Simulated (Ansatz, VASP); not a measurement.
## Two plane-wave programs on SnO2

The input INCAR:

```
SYSTEM = SnO2
PREC = Accurate
ENCUT = 520
EDIFF = 1E-8
ISMEAR = -5
SIGMA = 0.1
LREAL = .FALSE.
LASPH = .TRUE.
NELM = 100
ALGO = Normal
ISIF = 2
LWAVE = .FALSE.
LCHARG = .FALSE.
GGA = PS
LEFG = .TRUE.
NBANDS = 64
```

The input KPOINTS:

```
Automatic mesh
0
G
  5 5 5
  0 0 0
```

The input POSCAR:

```
SnO2
1.0
   -3.2488970000      3.4144700000      3.4140210000
    3.2488970000     -3.4144700000      3.4140210000
    3.2488970000      3.4144700000     -3.4140210000
Sn O
4 8
Direct
    0.9964010000      0.2464010000      0.7500000000
    0.0035990000      0.7535990000      0.2500000000
    0.5000000000      0.5000000000      0.5000000000
    0.5000000000      0.0000000000      0.0000000000
    0.1935040000      0.1962260000      0.5027220000
    0.6975650000      0.7540600000      0.9435050000
    0.1935040000      0.6907820000      0.9972780000
    0.3105550000      0.7540600000      0.5564950000
    0.6894450000      0.2459400000      0.4435050000
    0.3024350000      0.2459400000      0.0564950000
    0.8064960000      0.3092180000      0.0027220000
    0.8064960000      0.8037740000      0.4972780000
```

Input for Ansatz:

```yaml
crystal:
  lattice:
    - [-3.248897, 3.41447, 3.414021]
    - [3.248897, -3.41447, 3.414021]
    - [3.248897, 3.41447, -3.414021]
  atoms:
    - { symbol: Sn, position: [0.996401, 0.246401, 0.75] }
    - { symbol: Sn, position: [0.003599, 0.753599, 0.25] }
    - { symbol: Sn, position: [0.5, 0.5, 0.5] }
    - { symbol: Sn, position: [0.5, 0.0, 0.0] }
    - { symbol: O, position: [0.193504, 0.196226, 0.502722] }
    - { symbol: O, position: [0.697565, 0.75406, 0.943505] }
    - { symbol: O, position: [0.193504, 0.690782, 0.997278] }
    - { symbol: O, position: [0.310555, 0.75406, 0.556495] }
    - { symbol: O, position: [0.689445, 0.24594, 0.443505] }
    - { symbol: O, position: [0.302435, 0.24594, 0.056495] }
    - { symbol: O, position: [0.806496, 0.309218, 0.002722] }
    - { symbol: O, position: [0.806496, 0.803774, 0.497278] }
kpoints:
  mp_grid: { grid: [5, 5, 5] }
scf:
  occupations: { method: tetrahedron }
hamiltonian:
  xc: pbesol
  pseudopotentials: { kind: paw }
output:
  forces: true
  stress: true
  populations: true
  efg:
    quadrupole_moments_barn: { Sn: -0.132, O: -0.02558 }
    contact_densities: true
```

Alike in both runs: task electric field gradients; functional PBEsol; k mesh 5 × 5 × 5; occupations tetrahedron; no spin polarisation.

|  | VASP | Ansatz |
| --- | --- | --- |
| version | VASP 6.6.1 | Ansatz 0.2.0 |
| potentials or method | VASP PAW PBE potentials, release 64 (Sn_d, O) | plane-wave PAW, scalar-relativistic |
| plane-wave cutoff (eV) | 520 | 420 |
| valence electrons in the cell | 104 | 104 |

Ansatz gave:

- gap on the k mesh at the Fermi level (eV): 0.53
- pressure (GPa): -6.6
- traceless stress, the component that is largest in VASP (GPa): -1.17
- rms of the force components (eV/Å): 0.048
- size of Vzz on the site where it differs most (V/Å²): 50.2

Which values does VASP return?

gap on the k mesh at the Fermi level (eV): 0.53; pressure (GPa): -6.0; traceless stress, the component that is largest in VASP (GPa): -0.97; rms of the force components (eV/Å): 0.042; size of Vzz on the site where it differs most (V/Å²): 51.9.

VASP's potentials were made for PBE, not for PBEsol. Atom by atom the forces differ by 0.007 eV/Å (rms over components). One of these differences is far larger than is usual between the two programs; its cause wasn't traced. The functional is the same, so the differences come from potentials, cutoffs and numerics. Ansatz's warnings: band table not solved further, tetrahedron derivatives may miss energy slope.
